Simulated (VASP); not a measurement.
Input of a VASP 6.6.1 run:

The input INCAR:

```
PREC = Accurate
ENCUT = 600
EDIFF = 1E-6
ISMEAR = -1
SIGMA = 0.05
LREAL = F
LASPH = T
NELM = 120
ALGO = Normal
ISIF = 2
LWAVE = F
LCHARG = T
GGA = RE
IVDW = 12
LELF = T
LVHAR = T
NBANDS = 12
GGA_COMPAT = F
```

Contents of KPOINTS:

```
regular mesh
0
Gamma
  13 13 13
```

POSCAR

```
Cu
1.0
    0.0000000000      1.7830713297      1.7830713297
    1.7830713297      0.0000000000      1.7830713297
    1.7830713297      1.7830713297      0.0000000000
Cu
1
Direct
    0.0000000000      0.0000000000      0.0000000000
```

Potentials or basis: VASP PAW PBE potentials, release 64 (Cu).

Command:

```sh
$ cat potpaw_PBE.64/Cu/POTCAR > POTCAR
$ mpirun -np 1 vasp_std > vasp.out
```

Problem. Predict the pressure.

Solution. -4.5 GPa.

Problem. Predict the dispersion energy per atom.

Solution. -1.175 eV.

Caveat: the PAW data sets were made with another functional, which shifts forces and pressure a little; pairwise dispersion overbinds metals, which lowers pressure and volume.
